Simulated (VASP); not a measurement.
Input of a VASP 6.6.1 run:

INCAR

```
PREC = Accurate ; ENCUT = 520
EDIFF = 1E-7 ; ISMEAR = 0
SIGMA = 0.15 ; LREAL = False
LASPH = True ; NELM = 100
ALGO = Fast ; ISIF = 2
LWAVE = False ; LCHARG = False
GGA = PS ; IVDW = 12
NBANDS = 19
```

Contents of KPOINTS:

```
Automatic mesh
0
Gamma
  18 18 10
```

The input POSCAR:

```
Hg
1.0
    3.2177524094      0.0000000000      0.0000000000
   -1.6088762047      2.7866553296      0.0000000000
    0.0000000000      0.0000000000      4.7600211392
Hg
2
Direct
    0.6666666667      0.3333333333      0.7500000000
    0.3333333333      0.6666666667      0.2500000000
```

Potentials or basis: VASP PAW PBE potentials, release 64 (Hg).

Command:

```sh
$ cat potpaw_PBE.64/Hg/POTCAR > POTCAR
$ mpirun -np 1 vasp_std > vasp.out
```

(1) What does it give for the dispersion energy per atom?

(2) Estimate the pressure.

Results:

(1) -0.469 eV.

(2) 2.2 GPa.

Caveat: the PAW data sets were made with another functional, which shifts forces and pressure a little.
